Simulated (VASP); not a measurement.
A run of VASP 6.6.1:

INCAR

```
SYSTEM = Mg3Re
PREC = Accurate
ENCUT = 600
EDIFF = 1E-6
ISMEAR = 0
SIGMA = 0.1
LREAL = .False.
LASPH = .True.
NELM = 60
ALGO = Fast
ISIF = 3
LWAVE = .False.
LCHARG = .False.
GGA = PE
IBRION = 2
NSW = 100
EDIFFG = -0.01
```

File KPOINTS:

```
Automatic mesh
0
Gamma
  6 6 8
  0 0 0
```

The input POSCAR:

```
Mg3Re
1.0
    5.8831617012      0.0000000000      0.0000000000
   -2.9415808506      5.0949674878      0.0000000000
    0.0000000000      0.0000000000      4.7915347636
Mg Re
6 2
Direct
    0.8256581257      0.6513162514      0.2500000000
    0.1743418743      0.8256581257      0.7500000000
    0.3486837486      0.1743418743      0.2500000000
    0.1743418743      0.3486837486      0.7500000000
    0.8256581257      0.1743418743      0.2500000000
    0.6513162514      0.8256581257      0.7500000000
    0.3333333333      0.6666666667      0.2500000000
    0.6666666667      0.3333333333      0.7500000000
```

Potentials or basis: VASP PAW PBE potentials, release 64 (Mg, Re).

Command:

```bash
$ cat potpaw_PBE.64/Mg/POTCAR potpaw_PBE.64/Re/POTCAR > POTCAR
$ mpirun -np 1 vasp_std > vasp.out
```

Hardware: 1 thread of Oxide Virtual Turin-like Processor, on a shared host.

How long does it take, and how much memory?

Wall time 7.3 min on 1 thread of Oxide Virtual Turin-like Processor, on a shared host, peak memory 0.34 GiB. Counts: scf iterations 35, k points 35, ion steps 4.
